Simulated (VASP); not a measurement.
# Pt: single point with PBE

Pt, a slab with vacuum:

```
Pt
1.0
     5.61458    0.00000    0.00000
    -2.80729    4.86237    0.00000
     0.00000    0.00000   23.87643
Pt
16
Direct
  0.33333 0.16667 0.35600
  0.33333 0.66667 0.35600
  0.83333 0.16667 0.35600
  0.83333 0.66667 0.35600
  0.66667 0.33333 0.45200
  0.66667 0.83333 0.45200
  0.16667 0.33333 0.45200
  0.16667 0.83333 0.45200
  0.00000 0.50000 0.54681
  0.00000 0.00000 0.54681
  0.50000 0.50000 0.54681
  0.50000 0.00000 0.54681
  0.33333 0.66667 0.64313
  0.33333 0.16667 0.64313
  0.83333 0.66667 0.64313
  0.83333 0.16667 0.64313
```

| Item | Value |
| --- | --- |
| Program | VASP 6.6.1 |
| Task | single point |
| Functional | PBE |
| Potentials or basis | VASP PAW PBE potentials, release 64 (Pt) |
| Cutoff | 520 eV |
| k mesh | 6 × 6 × 1 |
| Occupations | gaussian, width 0.1 eV |
| Spin | no spin polarisation |

```
Largest force          : 0.038 eV/Å
Band gap on the k mesh : zero (band 80 reaches 1.02 eV, above the bottom of band 81 at 0.24 eV)
```

Forces in eV/Å, atoms in the order of the input:
```
Pt   0.000  0.000 -0.025
Pt   0.000  0.000 -0.025
Pt   0.000  0.000 -0.025
Pt   0.000  0.000 -0.025
Pt   0.000  0.000  0.038
Pt   0.000  0.000  0.038
Pt   0.000  0.000  0.038
Pt   0.000  0.000  0.038
Pt   0.000  0.000  0.005
Pt   0.000  0.000  0.005
Pt   0.000  0.000  0.005
Pt   0.000  0.000  0.005
Pt   0.000  0.000 -0.018
Pt   0.000  0.000 -0.018
Pt   0.000  0.000 -0.018
Pt   0.000  0.000 -0.018
```

Levels at points of the mesh, in eV from the Fermi level:
| k point | band 77 | band 78 | band 79 | band 80 | band 81 | band 82 |
| --- | --- | --- | --- | --- | --- | --- |
| (0.00, 0.00, 0.00) | 0.25 | 0.25 | 0.52 | 0.52 | 0.52 | 0.56 |
| (0.50, 0.00, 0.00) | -0.28 | -0.28 | 0.06 | 0.06 | 0.07 | 0.07 |

Wall time 29 min on 1 thread of Intel(R) Xeon(R) Platinum 8259CL CPU @ 2.50GHz (Skylake/Cascade Lake), on a shared host, peak memory 0.77 GiB.

Caveat: spin-orbit coupling is left out, which moves the levels of the heavy elements.
